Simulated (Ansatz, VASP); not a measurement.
# Ca2Zn: VASP beside Ansatz

The input INCAR:

```
SYSTEM = Ca2Zn
PREC = Accurate ; ENCUT = 520
EDIFF = 1E-6 ; ISMEAR = -1
SIGMA = 0.05 ; LREAL = .False.
LASPH = .True. ; NELM = 60
ALGO = Normal ; ISIF = 2
LWAVE = .False. ; LCHARG = .False.
GGA = CA ; NBANDS = 41
```

Contents of KPOINTS:

```
regular mesh
0
Gamma
  3 3 6
  0 0 0
```

File POSCAR:

```
Ca2Zn
1.0
    7.3234649419      0.0000000000      0.0000000000
    0.0000000000      7.3234649419      0.0000000000
    0.0000000000      0.0000000000      3.8769003521
Ca Zn
4 2
Direct
    0.2821600000      0.2821600000      0.0000000000
    0.7178400000      0.7178400000      0.0000000000
    0.2178400000      0.7821600000      0.5000000000
    0.7821600000      0.2178400000      0.5000000000
    0.0000000000      0.0000000000      0.0000000000
    0.5000000000      0.5000000000      0.5000000000
```

Input for Ansatz:

```yaml
crystal:
  lattice:
    - [7.323464941885695, 0.0, 0.0]
    - [0.0, 7.323464941885695, 0.0]
    - [0.0, 0.0, 3.8769003521145216]
  atoms:
    - { symbol: Ca, position: [0.28216, 0.28216, 0.0] }
    - { symbol: Ca, position: [0.71784, 0.71784, 0.0] }
    - { symbol: Ca, position: [0.21784, 0.78216, 0.5] }
    - { symbol: Ca, position: [0.78216, 0.21784, 0.5] }
    - { symbol: Zn, position: [0.0, 0.0, 0.0] }
    - { symbol: Zn, position: [0.5, 0.5, 0.5] }
accuracy: low
basis:
  ecutwfc: 500.0
kpoints:
  mp_grid:
    grid: [3, 3, 6]
hamiltonian:
  xc: lda
scf:
  occupations:
    method: fermi_dirac
    width: 0.05
output:
  stress: true
```

Alike in both runs: task single point; functional LDA; k mesh 3 × 3 × 6; occupations fermi-dirac, width 0.05 eV; no spin polarisation.

|  | VASP | Ansatz |
| --- | --- | --- |
| version | VASP 6.6.1 | Ansatz 0.2.0 |
| potentials or method | VASP PAW LDA potentials, release 64 (Ca_sv, Zn), cutoff 520 eV | plane waves, PAW |
| valence electrons in the cell | 64 | 64 |

```tsv
	VASP	Ansatz	Ansatz less VASP
pressure (GPa)	-1.2	-1.3	-0.07
traceless stress, the component that is largest in VASP (GPa)	0.89	0.90	+0.010
```

LDA's correlation is that of Perdew and Zunger in VASP and of Perdew and Wang (1992) in Ansatz.
